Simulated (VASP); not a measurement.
Write the native input for VASP 6.6.1 that does the following.

| Property | Result |
| --- | --- |
| Task | relaxation of shape and atoms at fixed volume |
| Functional | PBE |
| Potentials or basis | VASP PAW PBE potentials, release 64 (Co, Al) |
| Cutoff | 600 eV |
| k mesh | 10 × 10 × 6 |
| Occupations | fermi-dirac, width 0.05 eV |
| Spin | no spin polarisation |
| Dipole correction | no |
| Further INCAR settings | ALGO = Normal; EDIFF = 1e-07; IBRION = 2; EDIFFG = -0.005; NSW = 50; ISIF = 4 |

The structure of AlCo (NiAs type) lies in POSCAR:

```
AlCo
1.0
    2.2362696448      0.0000000000      0.0000000000
   -1.1181348224      1.9366663221      0.0000000000
    0.0000000000      0.0000000000      6.2048693012
Co Al
2 2
Direct
    0.0000000000      0.0000000000      0.0000000000
    0.0000000000      0.0000000000      0.5000000000
    0.3333333333      0.6666666667      0.2500000000
    0.6666666667      0.3333333333      0.7500000000
```

One way to write it, as run:

INCAR

```
SYSTEM = AlCo
PREC     = Accurate       ! precision mode
ENCUT    = 600            ! plane-wave cutoff, eV
EDIFF    = 1E-7           ! SCF threshold, eV
ISMEAR   = -1             ! smearing method
SIGMA    = 0.05           ! smearing width, eV
LREAL    = .False.        ! projectors in reciprocal space
LASPH    = .True.         ! aspherical terms in the spheres
NELM     = 100            ! most SCF steps
ALGO     = Normal         ! electronic algorithm
ISIF     = 4              ! what is computed and relaxed
LWAVE    = .False.        ! write WAVECAR
LCHARG   = .False.        ! write CHGCAR
GGA      = PE             ! functional
IBRION   = 2              ! ionic algorithm
NSW      = 50             ! ionic steps
EDIFFG   = -0.005         ! ionic threshold
```

KPOINTS

```
Automatic mesh
0
Gamma
  10 10 6
  0 0 0
```

Potentials or basis: VASP PAW PBE potentials, release 64 (Co, Al).

Run with:

```console
$ cat potpaw_PBE.64/Co/POTCAR potpaw_PBE.64/Al/POTCAR > POTCAR
$ mpirun -np 1 vasp_std > vasp.out
```

It gave:

- Energy gained by relaxing: 28.4 meV/atom
- Ionic steps: 4
- Pressure after relaxing: 342.4 GPa
- Band gap on the k mesh: zero (band 12 reaches 21.23 eV, above the bottom of band 13 at 18.56 eV)

Run time: 2.1 min on 1 thread of Intel(R) Xeon(R) Platinum 8259CL CPU @ 2.50GHz (Skylake/Cascade Lake), on a shared host, peak memory 0.16 GiB.
